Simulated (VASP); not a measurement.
# GaAs (F-43m) in VASP: settings compared, part 2 of 2

VASP 6.6.1. The steps go on from the part before.

### Step 4. Vibrations by perturbation theory, PBE

File INCAR:

```
SYSTEM = GaAs
PREC = Accurate
ENCUT = 520
EDIFF = 1E-8
ISMEAR = -1
SIGMA = 0.05
LREAL = .FALSE.
LASPH = .TRUE.
NELM = 80
ALGO = Normal
ISIF = 2
LWAVE = .FALSE.
LCHARG = .FALSE.
GGA = PE
NBANDS = 16
IBRION = 8
NSW = 1
```

File KPOINTS:

```
Automatic mesh
0
G
  6 6 6
  0 0 0
```

File POSCAR:

```
GaAs
1.0
    0.0000000000      2.8268500000      2.8268500000
    2.8268500000      0.0000000000      2.8268500000
    2.8268500000      2.8268500000      0.0000000000
As Ga
1 1
Direct
    0.7500000000      0.7500000000      0.7500000000
    0.0000000000      0.0000000000      0.0000000000
```

Potentials or basis: VASP PAW PBE potentials, release 64 (As, Ga_d).

Launch:

```sh
cat potpaw_PBE.64/As/POTCAR potpaw_PBE.64/Ga_d/POTCAR > POTCAR
mpirun -np 1 vasp_std > vasp.out
```

OUTCAR:

```text
SYSTEM = GaAs
   PREC = Accurate
   ENCUT = 520
   EDIFF = 1E-8
   ISMEAR = -1
   LREAL = .FALSE.
   LASPH = .TRUE.
   NELM = 80
   ISIF = 2
   GGA = PE
   IBRION = 8
   NSW = 1

 ion  position               nearest neighbor table
   1  0.750  0.750  0.750-   2 2.45   2 2.45   2 2.45   2 2.45
   2  0.000  0.000  0.000-   1 2.45   1 2.45   1 2.45   1 2.45

  LATTYP: Found a face centered cubic cell.
 ALAT       =     5.6537000000

  Lattice vectors:

 A1 = (   0.0000000000,   2.8268500000,   2.8268500000)
 A2 = (   2.8268500000,   0.0000000000,   2.8268500000)
 A3 = (   2.8268500000,   2.8268500000,   0.0000000000)

Analysis of symmetry for initial positions (statically):
=====================================================================
 Subroutine PRICEL returns:
 Original cell was already a primitive cell.

 Routine SETGRP: Setting up the symmetry group for a
 face centered cubic supercell.

 Subroutine GETGRP returns: Found 24 space group operations
 (whereof 24 operations were pure point group operations)
 out of a pool of 48 trial point group operations.

The static configuration has the point symmetry T_d .

Analysis of symmetry for dynamics (positions and initial velocities):
=====================================================================
 Subroutine PRICEL returns:
 Original cell was already a primitive cell.

 Routine SETGRP: Setting up the symmetry group for a
 face centered cubic supercell.

 Subroutine GETGRP returns: Found 24 space group operations
 (whereof 24 operations were pure point group operations)
 out of a pool of 48 trial point group operations.

The dynamic configuration has the point symmetry T_d .

 Subroutine INISYM returns: Found 24 space group operations
 (whereof 24 operations are pure point group operations),
 and found     1 'primitive' translations

----------------------------------------------------------------------------------------

                                     Primitive cell

  volume of cell :      45.1792

  direct lattice vectors                    reciprocal lattice vectors
     0.000000000  2.826850000  2.826850000    -0.176875321  0.176875321  0.176875321
     2.826850000  0.000000000  2.826850000     0.176875321 -0.176875321  0.176875321
     2.826850000  2.826850000  0.000000000     0.176875321  0.176875321 -0.176875321

  length of vectors
     3.997769609  3.997769609  3.997769609     0.306357042  0.306357042  0.306357042

  position of ions in fractional coordinates (direct lattice)
     0.750000000  0.750000000  0.750000000
     0.000000000  0.000000000  0.000000000

  ion indices of the primitive-cell ions
   primitive index   ion index
[... 114 lines left out ...]

 E-fermi :   4.2273     XC(G=0):  -9.5833

 val. band max:        3.9405908551   @ k =   0.0000   0.0000   0.0000
 cond. band min:       4.4586399555   @ k =   0.0000   0.0000   0.0000
 fundamental gap:      0.5180491004
 Fermi energy:         4.2273036369

 k-point     1 :       0.0000    0.0000    0.0000
  band No.  band energies     occupation
      1     -10.8782      2.00000
      2     -10.8782      2.00000
      3     -10.8782      2.00000
      4     -10.7993      2.00000
      5     -10.7993      2.00000
      6      -8.7855      2.00000
[... 283 lines left out ...]
      5     -10.7922      2.00000
      6      -6.2349      2.00000
[... 8 lines left out ...]
     15      16.1482      0.00000
     16      17.2726      0.00000

------------------------ aborting loop because EDIFF is reached ----------------------------------------

  FORCE on cell =-STRESS in cart. coord.  units (eV):
  Direction    XX          YY          ZZ          XY          YZ          ZX
  --------------------------------------------------------------------------------------
  -------------------------------------------------------------------------------------
  Total        0.9746513      0.9746513      0.9746513      0.0000000      0.0000000     -0.0000000
  in kB       34.5638052     34.5638052     34.5638052      0.0000000      0.0000000     -0.0000000
  external PRESSURE =      34.5638052 kB  Pullay stress =       0.0000000 kB

 VOLUME and BASIS-vectors are now :
 -----------------------------------------------------------------------------
  energy-cutoff  :      520.00
  volume of cell :       45.18
      direct lattice vectors                 reciprocal lattice vectors
     0.000000000  2.826850000  2.826850000    -0.176875321  0.176875321  0.176875321
     2.826850000  0.000000000  2.826850000     0.176875321 -0.176875321  0.176875321
     2.826850000  2.826850000  0.000000000     0.176875321  0.176875321 -0.176875321

 POSITION                                       TOTAL-FORCE (eV/Angst)
 -----------------------------------------------------------------------------------
      4.24027      4.24027      4.24027        -0.000000     -0.000000      0.000000
      0.00000      0.00000      0.00000         0.000000      0.000000     -0.000000
 -----------------------------------------------------------------------------------
    total drift:                               -0.000002     -0.000002     -0.000002

  FREE ENERGIE OF THE ION-ELECTRON SYSTEM (eV)
  ---------------------------------------------------
  free  energy   TOTEN  =        -8.2270172197 eV

  energy  without entropy=       -8.2269616041  energy(sigma->0) =       -8.22698941

[... ionic steps 2 to 3 ...]

--------------------------------------- Ionic step        4  -------------------------------------------

------------------------ aborting loop because EDIFF is reached ----------------------------------------

[... ionic steps 5 to 6 ...]

--------------------------------------- Ionic step        7  -------------------------------------------

 Free energy of the ion-electron system (eV)
  ---------------------------------------------------
  ---------------------------------------------------
  free energy    TOTEN  =        -0.16327127 eV

  energy without entropy =       -0.16327127

------------------------ aborting loop because EDIFF is reached ----------------------------------------

 INTERNAL STRAIN TENSOR  FOR ION    2  DIRECTION 1   (eV/Angst):
 -----------------------------------------------------------------------------
     0.01304  0.00000  0.00000
     0.00000 -0.00505 -7.48540
     0.00000 -7.48540 -0.00505

 INTERNAL STRAIN TENSOR FOR ION    2 for displacements in x,y,z  (eV/Angst):
          X           Y           Z          XY          YZ          ZX
  --------------------------------------------------------------------------------
  x     0.00000     0.00000     0.00000     0.00000    -7.48540     0.00000
  y    -0.00000     0.00000    -0.00000     0.00000     0.00000    -7.48540
  z     0.00000     0.00000     0.00000    -7.48540     0.00000     0.00000

 SECOND DERIVATIVES (NOT SYMMETRIZED)
 ------------------------------------
               1X          1Y          1Z          2X          2Y          2Z
  1X    -9.576455    0.000000    0.000000    9.576455    0.000000    0.000000
  1Y     0.000000   -9.576455    0.000000    0.000000    9.576455    0.000000
  1Z     0.000000    0.000000   -9.576455    0.000000    0.000000    9.576455
  2X     9.533205    0.000000    0.000000   -9.533205    0.000000    0.000000
  2Y     0.000000    9.533205    0.000000    0.000000   -9.533205    0.000000
  2Z     0.000000    0.000000    9.533205    0.000000    0.000000   -9.533205

 Eigenvectors and eigenvalues of the dynamical matrix
 ----------------------------------------------------

   1 f  =    8.040884 THz    50.522367 2PiTHz  268.215035 cm-1    33.254411 meV
             X         Y         Z           dx          dy          dz
      4.240275  4.240275  4.240275     0.000000    0.695096    0.000000
      0.000000  0.000000  0.000000     0.000000   -0.718917    0.000000
[... 21 lines left out ...]
   6 f/i=    0.009094 THz     0.057141 2PiTHz    0.303351 cm-1     0.037611 meV
             X         Y         Z           dx          dy          dz
      4.240275  4.240275  4.240275     0.000000    0.000000    0.718917
      0.000000  0.000000  0.000000     0.000000    0.000000    0.695096

--------------------------------------------------------------------------------------------------------

 ELASTIC MODULI CONTR FROM IONIC RELAXATION (kBar)
 Direction    XX          YY          ZZ          XY          YZ          ZX
 --------------------------------------------------------------------------------
 XX          -0.0000      0.0000     -0.0000      0.0000     -0.0000     -0.0000
 YY           0.0000     -0.0000      0.0000      0.0000      0.0000      0.0000
 ZZ          -0.0000      0.0000     -0.0000     -0.0000      0.0000     -0.0000
 XY           0.0000      0.0000     -0.0000   -209.8801     -0.0000     -0.0000
 YZ          -0.0000      0.0000      0.0000     -0.0000   -209.8801     -0.0000
 ZX          -0.0000      0.0000     -0.0000     -0.0000     -0.0000   -209.8801
 --------------------------------------------------------------------------------
```

Wall time 3 min (1 thread of Intel Xeon Platinum 8259CL at 2.50GHz (Skylake/Cascade Lake), shared host); peak memory 0.24 GiB.

Results:

* Highest phonon frequency at Γ, LO-TO splitting left out: 268 cm⁻¹

Phonon frequencies in cm⁻¹ (negative: imaginary):
```tsv
q point	frequencies
(0.000, 0.000, 0.000)	0 0 0 268 268 268
```

Caveat: the cell wasn't relaxed at this level first, which shifts response properties.
